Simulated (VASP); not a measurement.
Runs of VASP 6.6.1 on W. The structure is that of space group Im-3m (No. 229), or close to it. The cells are those of the table. 

```tsv
cell	gap on the mesh (eV)	pressure (GPa)
a = 3.287, b = 2.846, c = 2.846 Å, angles 70.5, 54.7, 54.7°, 1 atom	none	-23.4
a = 3.215, b = 2.784, c = 2.785 Å, angles 70.5, 54.7, 54.7°, 1 atom	none	-8.1
a = 3.119, b = 2.701, c = 2.701 Å, angles 70.5, 54.7, 54.7°, 1 atom	none	22.0
a = 3.246, b = 2.811, c = 2.811 Å, angles 70.5, 54.7, 54.7°, 1 atom	none	(b)
a = 3.184, b = 2.757, c = 2.757 Å, angles 70.5, 54.7, 54.7°, 1 atom	none	(a)
```

Alike in all rows: task single point; level PBE; potentials or basis VASP PAW PBE potentials, release 64 (W_sv); no spin polarisation; k mesh 24 × 24 × 24; cutoff (eV) 520; smearing gaussian 0.1 eV.

Q: Fill in the values left out.

A: (a) 0.5; (b) -15.4.

Caveats: spin-orbit coupling is left out, which moves the levels of the heavy elements.

A k mesh can miss the band edges, and the runs leave out spin-orbit coupling on W.

A gap of «none» marks levels without a gap at the run's occupations.
